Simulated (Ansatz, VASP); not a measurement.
## One calculation of Al5GaN6, two programs

```
Al Ga N
1.0
     2.90168    0.00000    0.00000
    -1.45084    2.51293    0.00000
     0.00000    0.00000   14.22550
Al Ga N
5 1 6
Direct
  0.00000 0.00000 0.50000
  0.33333 0.66667 0.33501
  0.66667 0.33333 0.17000
  0.33333 0.66667 0.83000
  0.66667 0.33333 0.66499
  0.00000 0.00000 0.00000
  0.33333 0.66667 0.58249
  0.66667 0.33333 0.41751
  0.00000 0.00000 0.25256
  0.33333 0.66667 0.08895
  0.66667 0.33333 0.91105
  0.00000 0.00000 0.74744
```

Alike in both runs: task relaxation of cell and atoms; functional PBE; k mesh 6 × 6 × 2; occupations gaussian, width 0.1 eV; no spin polarisation.

|  | VASP | Ansatz |
| --- | --- | --- |
| version | VASP 6.6.1 | Ansatz 0.2.0 |
| potentials or method | VASP PAW PBE potentials, release 64 (Al, Ga_d, N), cutoff 600 eV | scalar-relativistic, plane waves, PAW |
| valence electrons in the cell | 58 | 58 |

|  | VASP | Ansatz | Ansatz less VASP |
| --- | --- | --- | --- |
| gap on the k mesh at the Fermi level, each at its own relaxed structure (eV) | 3.11 | 3.12 | +0.014 |
| relaxed volume (Å³/atom) | 8.63 | 8.64 | +0.013 |
| relaxed length of the cell vector where the two differ most in proportion (Å) | 2.900 | 2.902 | +0.0014 |
